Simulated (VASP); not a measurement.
# Cu (Fm-3m) in VASP: further runs

The runs below take Cu through relaxation of cell and atoms, single point, with PBEsol, LDA, PBE.

Program: VASP 6.6.1. These are calculated values, not measurements. Logs are shortened: lines on timing, memory, paths and dates and some standing lists are left out, and cuts for length are marked.

## (1) The cell of the first run

It takes space group Fm-3m (No. 225, cubic). The conventional cell has a = 3.610 Å, b = 3.610 Å, c = 3.610 Å, α = 90.00°, β = 90.00°, γ = 90.00°. Within 3.4 Å of Cu (site symmetry m-3m) lie 12 Cu at 2.55 Å.

## (2) Relaxation of cell and atoms, PBEsol

INCAR reads:

```
PREC = Accurate
ENCUT = 600
EDIFF = 1E-7
ISMEAR = 1
SIGMA = 0.1
LREAL = F
LASPH = T
NELM = 80
ALGO = Normal
ISIF = 3
LWAVE = F
LCHARG = F
GGA = PS
IBRION = 2
NSW = 60
EDIFFG = -0.005
```

KPOINTS reads:

```
Automatic mesh
0
Gamma
  26 26 26
```

POSCAR reads:

```
Cu
1.0
    0.0000000000      1.8050000000      1.8050000000
    1.8050000000      0.0000000000      1.8050000000
    1.8050000000      1.8050000000      0.0000000000
Cu
1
Direct
    0.0000000000      0.0000000000      0.0000000000
```

Potentials or basis: VASP PAW PBE potentials, release 64 (Cu).

The run is started by

```bash
$ cat potpaw_PBE.64/Cu/POTCAR > POTCAR
$ mpirun -np 1 vasp_std > vasp.out
```

OUTCAR:

```text
PREC = Accurate
   ENCUT = 600
   EDIFF = 1E-7
   ISMEAR = 1
   LREAL = F
   LASPH = T
   NELM = 80
   ISIF = 3
   GGA = PS
   IBRION = 2
   NSW = 60
   EDIFFG = -0.005

 ion  position               nearest neighbor table
   1  0.000  0.000  0.000-

  LATTYP: Found a face centered cubic cell.
 ALAT       =     3.6100000000

  Lattice vectors:

 A1 = (   0.0000000000,   1.8050000000,   1.8050000000)
 A2 = (   1.8050000000,   0.0000000000,   1.8050000000)
 A3 = (   1.8050000000,   1.8050000000,   0.0000000000)

Analysis of symmetry for initial positions (statically):
=====================================================================
 Subroutine PRICEL returns:
 Original cell was already a primitive cell.

 Routine SETGRP: Setting up the symmetry group for a
 face centered cubic supercell.

 Subroutine GETGRP returns: Found 48 space group operations
 (whereof 48 operations were pure point group operations)
 out of a pool of 48 trial point group operations.

The static configuration has the point symmetry O_h .

Analysis of symmetry for dynamics (positions and initial velocities):
=====================================================================
 Subroutine PRICEL returns:
 Original cell was already a primitive cell.

 Routine SETGRP: Setting up the symmetry group for a
 face centered cubic supercell.

 Subroutine GETGRP returns: Found 48 space group operations
 (whereof 48 operations were pure point group operations)
 out of a pool of 48 trial point group operations.

The dynamic configuration has the point symmetry O_h .

 Subroutine INISYM returns: Found 48 space group operations
 (whereof 48 operations are pure point group operations),
 and found     1 'primitive' translations

----------------------------------------------------------------------------------------

                                     Primitive cell

  volume of cell :      11.7615

  direct lattice vectors                    reciprocal lattice vectors
     0.000000000  1.805000000  1.805000000    -0.277008310  0.277008310  0.277008310
     1.805000000  0.000000000  1.805000000     0.277008310 -0.277008310  0.277008310
     1.805000000  1.805000000  0.000000000     0.277008310  0.277008310 -0.277008310

  length of vectors
     2.552655480  2.552655480  2.552655480     0.479792467  0.479792467  0.479792467

  position of ions in fractional coordinates (direct lattice)
     0.000000000  0.000000000  0.000000000

  ion indices of the primitive-cell ions
   primitive index   ion index
                 1           1

----------------------------------------------------------------------------------------

 KPOINTS: Automatic mesh

Automatic generation of k-mesh.
 Grid dimensions read from file:
 generate k-points for:   26   26   26

 Generating k-lattice:

  Cartesian coordinates                     Fractional coordinates (reciprocal lattice)
    -0.010654166  0.010654166  0.010654166     0.038461538  0.000000000  0.000000000
     0.010654166 -0.010654166  0.010654166     0.000000000  0.038461538  0.000000000
     0.010654166  0.010654166 -0.010654166     0.000000000  0.000000000  0.038461538

  Length of vectors
     0.018453556  0.018453556  0.018453556

  Shift w.r.t. Gamma in fractional coordinates (k-lattice)
     0.000000000  0.000000000  0.000000000

 Subroutine IBZKPT returns following result:
 ===========================================

 Found    511 irreducible k-points:

 Following reciprocal coordinates:
            Coordinates               Weight
  0.000000  0.000000  0.000000      1.000000
  0.038462  0.000000  0.000000      8.000000
  0.076923  0.000000  0.000000      8.000000
  0.115385  0.000000  0.000000      8.000000
  0.153846  0.000000  0.000000      8.000000
  0.192308  0.000000  0.000000      8.000000
[... 16 lines left out ...]
  0.346154  0.038462  0.000000     24.000000
  0.384615  0.038462  0.000000     24.000000
 [... further k-points ...]
   k-points           NKPTS =    511   k-points in BZ     NKDIM =    511   number of bands    NBANDS=      9
   number of dos      NEDOS =    301   number of ions     NIONS =      1
   total plane-waves  NPLWV =   8000
   dimension x,y,z NGX =    20 NGY =   20 NGZ =   20
   dimension x,y,z NGXF=    40 NGYF=   40 NGZF=   40
   ions per type =               1
   NGX,Y,Z   is equivalent  to a cutoff of  13.03, 13.03, 13.03 a.u.
   NGXF,Y,Z  is equivalent  to a cutoff of  26.05, 26.05, 26.05 a.u.
 SYSTEM =  unknown system
   PREC   = accura    normal or accurate (medium, high low for compatibility)
   ISTART =      0    job   : 0-new  1-cont  2-samecut
   ICHARG =      2    charge: 1-file 2-atom 10-const
   ISPIN  =      1    spin polarized calculation?
   LNONCOLLINEAR =      F non collinear calculations
   LSORBIT =      F    spin-orbit coupling
   LASPH  =      T    aspherical Exc in radial PAW
   ENCUT  =  600.0 eV  44.10 Ry    6.64 a.u.   5.10  5.10  5.10*2*pi/ulx,y,z
   NELM   =     80;   NELMIN=  2; NELMDL= -5     # of ELM steps
   EDIFF  = 0.1E-06   stopping-criterion for ELM
   LREAL  =      F    real-space projection
   EDIFFG = -.5E-02   stopping-criterion for IOM
   NSW    =     60    number of steps for IOM
   IBRION =      2    ionic relax: 0-MD 1-quasi-New 2-CG
   NFREE  =      1    steps in history (QN), initial steepest desc. (CG)
   ISIF   =      3    stress and relaxation
   ISYM   =      2    0-nonsym 1-usesym 2-fastsym
   POTIM  = 0.5000    time-step for ionic-motion
   TEBEG  =    0.0;   TEEND  =   0.0 temperature during run
   PSTRESS=    0.0 pullay stress
   NELECT =      11.0000    total number of electrons
   NUPDOWN=      -1.0000    fix difference up-down
   EMIN   =  10.00;   EMAX   =-10.00  energy-range for DOS
   EFERMI =   0.00;   METHOD = LEGACY
   ISMEAR =     1;   SIGMA  =   0.10  broadening in eV -4-tet -1-fermi 0-gaus
   EFERMI_NEDOS =   21; number of points for ismear=-14 and -15
   IALGO  =     38    algorithm
   IMIX   =      4    mixing-type and parameters
     AMIX     =   0.40;   BMIX     =  1.00
     AMIX_MAG =   1.60;   BMIX_MAG =  1.00
  volume/ion in A,a.u.               =      11.76        79.37
  Fermi-wavevector in a.u.,A,eV,Ry     =   1.600977  3.025409 34.873480  2.563128
  Thomas-Fermi vector in A             =   2.698028
   LORBIT       =      0    0 simple, 1 ext, 2 COOP (PROOUT), +10 PAW based schemes
   GGA     = PS    functional components
   LHFCALC =     F    Hartree Fock is set to
   AEXX    =    0.0000 exact exchange contribution
   IVDW    =     0    specifies the selected vdW correction
   LEPSILON=     F    determine dielectric tensor
   LRPA    =     F    only Hartree local field effects (RPA)
 conjugate gradient relaxation of ions
 non-spin polarized calculation
 Methfessel and Paxton  Order N= 1 SIGMA  =   0.10
  energy-cutoff  :      600.00
  volume of cell :       11.76
 maximum number of plane-waves:       401
   NGX = 11   NGY = 11   NGZ = 11

--------------------------------------- Ionic step        1  -------------------------------------------

 number of electron      11.0000003 magnetization

 Free energy of the ion-electron system (eV)
  ---------------------------------------------------
  ext. energy  EPLUGINS =         0.00000000
  ---------------------------------------------------
  free energy    TOTEN  =        -4.30278383 eV

  energy without entropy =       -4.30263999  energy(sigma->0) =       -4.30273588

------------------------ aborting loop because EDIFF is reached ----------------------------------------

  FORCE on cell =-STRESS in cart. coord.  units (eV):
  Direction    XX          YY          ZZ          XY          YZ          ZX
  --------------------------------------------------------------------------------------
  -------------------------------------------------------------------------------------
  Total       -0.3780889     -0.3780889     -0.3780889      0.0000000      0.0000000     -0.0000000
  in kB      -51.5042327    -51.5042327    -51.5042327      0.0000000      0.0000000     -0.0000000
  external PRESSURE =     -51.5042327 kB  Pullay stress =       0.0000000 kB

 VOLUME and BASIS-vectors are now :
 -----------------------------------------------------------------------------
  energy-cutoff  :      600.00
  volume of cell :       11.76
      direct lattice vectors                 reciprocal lattice vectors
     0.000000000  1.805000000  1.805000000    -0.277008310  0.277008310  0.277008310
     1.805000000  0.000000000  1.805000000     0.277008310 -0.277008310  0.277008310
     1.805000000  1.805000000  0.000000000     0.277008310  0.277008310 -0.277008310
[... 36 lines left out ...]
 POSITION                                       TOTAL-FORCE (eV/Angst)
 -----------------------------------------------------------------------------------
      0.00000      0.00000      0.00000        -0.000000     -0.000000     -0.000000
 -----------------------------------------------------------------------------------
    total drift:                                0.000000      0.000000      0.000000

  FREE ENERGIE OF THE ION-ELECTRON SYSTEM (eV)
  ---------------------------------------------------
  free  energy   TOTEN  =        -4.3068429379 eV

  energy  without entropy=       -4.3067091356  energy(sigma->0) =       -4.30679834

--------------------------------------- Ionic step        3  -------------------------------------------

 number of electron      11.0000013 magnetization

 Free energy of the ion-electron system (eV)
  ---------------------------------------------------
  ext. energy  EPLUGINS =         0.00000000
  ---------------------------------------------------
  free energy    TOTEN  =        -4.30941713 eV

  energy without entropy =       -4.30926754  energy(sigma->0) =       -4.30936727

 E-fermi :   7.8851     XC(G=0): -13.1342

 val. band max:        7.8814616726   @ k =   0.5000   0.1154   0.0000
 cond. band min:       7.8884180150   @ k =   0.4231   0.4231   0.0000
 fundamental gap:      0.0069563424
 Fermi energy:         7.8850840446

 k-point     1 :       0.0000    0.0000    0.0000
  band No.  band energies     occupation
      1      -1.8013      2.00000
      2       4.7390      2.00000
      3       4.7390      2.00000
      4       4.7390      2.00000
      5       5.6222      2.00000
      6       5.6222      2.00000
      7      30.7765      0.00000
      8      33.6919      0.00000
      9      33.6919      0.00000

 k-point     2 :       0.0385    0.0000    0.0000
  band No.  band energies     occupation
      1      -1.7458      2.00000
      2       4.7265      2.00000
      3       4.7501      2.00000
      4       4.7501      2.00000
      5       5.6176      2.00000
      6       5.6176      2.00000
      7      30.5337      0.00000
      8      32.7557      0.00000
      9      33.4968      0.00000
[... 253 lines left out ...]
 k-point    24 :       0.3846    0.0385    0.0000
  band No.  band energies     occupation
      1       2.1244      2.00000
      2       4.7618      2.00000
      3       4.8049      2.00000
      4       5.0066      2.00000
      5       6.0930      2.00000
      6       6.1003      2.00000
      7      15.1386      0.00000
      8      29.3353      0.00000
      9      29.5596      0.00000

 [... further k-points ...]

------------------------ aborting loop because EDIFF is reached ----------------------------------------

  FORCE on cell =-STRESS in cart. coord.  units (eV):
  Direction    XX          YY          ZZ          XY          YZ          ZX
  --------------------------------------------------------------------------------------
  -------------------------------------------------------------------------------------
  Total        0.0002893      0.0002893      0.0002893     -0.0000000     -0.0000000      0.0000000
  in kB        0.0407855      0.0407855      0.0407855     -0.0000000     -0.0000000      0.0000000
  external PRESSURE =       0.0407855 kB  Pullay stress =       0.0000000 kB

 VOLUME and BASIS-vectors are now :
 -----------------------------------------------------------------------------
  energy-cutoff  :      600.00
  volume of cell :       11.36
      direct lattice vectors                 reciprocal lattice vectors
     0.000000000  1.784433569  1.784433569    -0.280200960  0.280200960  0.280200960
     1.784433569 -0.000000000  1.784433569     0.280200960 -0.280200960  0.280200960
     1.784433569  1.784433569 -0.000000000     0.280200960  0.280200960 -0.280200960

 POSITION                                       TOTAL-FORCE (eV/Angst)
 -----------------------------------------------------------------------------------
      0.00000      0.00000      0.00000         0.000000      0.000000     -0.000000
 -----------------------------------------------------------------------------------
    total drift:                                0.000000      0.000000      0.000000

  FREE ENERGIE OF THE ION-ELECTRON SYSTEM (eV)
  ---------------------------------------------------
  free  energy   TOTEN  =        -4.3094171313 eV

  energy  without entropy=       -4.3092675368  energy(sigma->0) =       -4.30936727

 reached required accuracy - stopping structural energy minimisation
```

It took 2.9 min on 1 thread of Intel Xeon 8259CL, shared host; peak memory 0.2 GiB.

What came out:

* Free energy: -4.3094 eV
* Relaxed volume: 11.36 Å³/atom
* Relaxed cell: a = 2.524 Å, b = 2.524 Å, c = 2.524 Å, α = 60.00°, β = 60.00°, γ = 60.00°
* Space group after relaxing (to 0.1 Å): Fm-3m (No. 225)
* Energy gained by relaxing: 6.6 meV/atom
* Ionic steps: 3
* Pressure after relaxing: 0.0 GPa
* Band gap on the k mesh: zero (an odd number of electrons rules out a gap without spin polarisation)

Step by step:
| step | energy change (eV) | largest force (eV/Å) | pressure (GPa) | volume (Å³) |
| --- | --- | --- | --- | --- |
| 1 | 0.0000 | 0.0000 | -5.15 | 11.76 |
| 2 | -0.0041 | 0.0000 | 3.60 | 11.13 |
| 3 | -0.0066 | 0.0000 | 0.00 | 11.36 |

Final structure:
```cif
data_structure
_symmetry_space_group_name_H-M 'P 1'
_symmetry_Int_Tables_number 1
_cell_length_a 2.5236
_cell_length_b 2.5236
_cell_length_c 2.5236
_cell_angle_alpha 60.000
_cell_angle_beta 60.000
_cell_angle_gamma 60.000
_cell_volume 11.36
loop_
_atom_site_label
_atom_site_type_symbol
_atom_site_fract_x
_atom_site_fract_y
_atom_site_fract_z
_atom_site_occupancy
Cu1 Cu 0.00000 0.00000 0.00000 1
```

Levels at points of the mesh, in eV from the Fermi level:
| k point | band 2 | band 3 | band 4 | band 5 | band 6 | band 7 | band 8 | band 9 |
| --- | --- | --- | --- | --- | --- | --- | --- | --- |
| (0.00, 0.00, 0.00) | -3.15 | -3.15 | -3.15 | -2.26 | -2.26 | 22.89 | 25.81 | 25.81 |
| (0.50, 0.00, 0.00) | -3.18 | -3.18 | -1.66 | -1.66 | -1.15 | 3.94 | 21.37 | 22.62 |
| (0.50, 0.50, 0.00) | -4.63 | -1.68 | -1.51 | -1.51 | 1.43 | 7.37 | 13.33 | 13.33 |

Caveat: the PAW data sets were made with another functional, which shifts forces and pressure a little.

(Part 1 of 3 ends here.)

The gap in the log of VASP goes by the Fermi energy; the results here count the filled bands.